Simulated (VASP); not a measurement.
VOs:

```
V Os
1.0
     2.76341    0.00000    0.00000
    -1.38171    2.39318    0.00000
     0.00000    0.00000    4.25802
V Os
1 1
Direct
  0.66667 0.33333 0.00000
  0.00000 0.00000 0.50000
```

Base run:

| Quantity | Value |
| --- | --- |
| Program | VASP 6.6.1 |
| Functional | LDA |
| Potentials or basis | VASP PAW LDA potentials, release 64 (V_sv, Os) |
| Cutoff | 520 eV |
| k mesh | 11 × 11 × 7 |
| Occupations | fermi-dirac, width 0.1 eV |
| Spin | collinear spin, ferromagnetic start |
| Starting moments | [0.34, 0.02] μB |
| Fixed moment | 0.4 μB |

Its results: pressure -15.1 GPa; site moments V +0.31; Os +0.03 μB.

Q: The run is repeated on the same cell with these changes: fixed moment from 0.4 μB to 1.8 μB; moments at the start from [0.34, 0.02] to [1.38, 0.23]. What comes out?

A: Pressure -11.3 GPa; site moments V +1.28; Os +0.30 μB.

Caveats: the total moment is fixed, so each spin has its own Fermi level.
